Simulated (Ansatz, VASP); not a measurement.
Mg: VASP beside Ansatz

```
CELL_PARAMETERS angstrom
2.14359 -5.25907 0.00000
2.14359 5.25907 0.00000
0.00000 0.00000 4.45352
ATOMIC_POSITIONS crystal
Mg 0.14222 0.85778 0.99992
Mg 0.64222 0.35778 0.50008
Mg 0.85778 0.14222 0.00008
Mg 0.35778 0.64222 0.49992
```

Alike in both runs: functional PBEsol; k mesh 4 × 4 × 4; occupations gaussian, width 0.1 eV; no spin polarisation.

Ansatz relaxed the structure, and its values are those at the end. VASP's run is a single point on that final structure, the one shown.

|  | VASP | Ansatz |
| --- | --- | --- |
| version | VASP 6.6.1 | Ansatz 0.2.0 |
| potentials or method | VASP PAW PBE potentials, release 64 (Mg), cutoff 520 eV | scalar-relativistic, plane waves, PAW |
| valence electrons in the cell | 8 | 40 |

Ansatz gave:

```
gap on the k mesh at the Fermi level (eV) : none
pressure (GPa)                            : 0.0
rms of the force components (eV/Å)        : 0.009
```

Task: Which values does VASP return?

Result: gap on the k mesh at the Fermi level (eV): none; pressure (GPa): -0.1; rms of the force components (eV/Å): 0.010.

VASP's potentials were made for PBE, not for PBEsol. A gap of «none» marks a metal or a gap that the smearing closes. VASP's potentials hold 8 valence electrons a cell and Ansatz's 40, so a difference there can come from the potentials and not from the codes.

The k mesh is coarse, so the values compare programs but aren't converged.
